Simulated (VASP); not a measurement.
A run of VASP 6.6.1:

Contents of INCAR:

```
PREC = Accurate
ENCUT = 1340
EDIFF = 1E-6
ISMEAR = 0
SIGMA = 0.05
LREAL = F
LASPH = T
NELM = 120
ALGO = Normal
ISIF = 2
LWAVE = F
LCHARG = F
GGA = PE
NBANDS = 28
GGA_COMPAT = F
```

The input KPOINTS:

```
Automatic mesh
0
Gamma
  8 8 8
```

POSCAR

```
BaTiO3
1.0
    3.8935476923      0.0000000000      0.0000000000
    0.0000000000      3.8935476923      0.0000000000
    0.0000000000      0.0000000000      4.2829551653
Ba Ti O
1 1 3
Direct
    0.0000000000      0.0000000000      0.0000000000
    0.5000000000      0.5000000000      0.5000000000
    0.5000000000      0.5000000000      0.0000000000
    0.5000000000      0.0000000000      0.5000000000
    0.0000000000      0.5000000000      0.5000000000
```

Potentials or basis: VASP PAW PBE potentials, release 64 (Ba_sv, Ti_sv, O_h).

The run is started by

```sh
$ cat potpaw_PBE.64/Ba_sv/POTCAR potpaw_PBE.64/Ti_sv/POTCAR potpaw_PBE.64/O_h/POTCAR > POTCAR
$ mpirun -np 1 vasp_std > vasp.out
```

Hardware: 1 thread of Intel(R) Xeon(R) Platinum 8259CL CPU @ 2.50GHz (Skylake/Cascade Lake), on a shared host.

Question: How long does it take, and how much memory?

Answer: Run time: 9.4 min on 1 thread of Intel(R) Xeon(R) Platinum 8259CL CPU @ 2.50GHz (Skylake/Cascade Lake) (shared host), peak memory 0.75 GiB. Counts: scf iterations 17, k points 75.
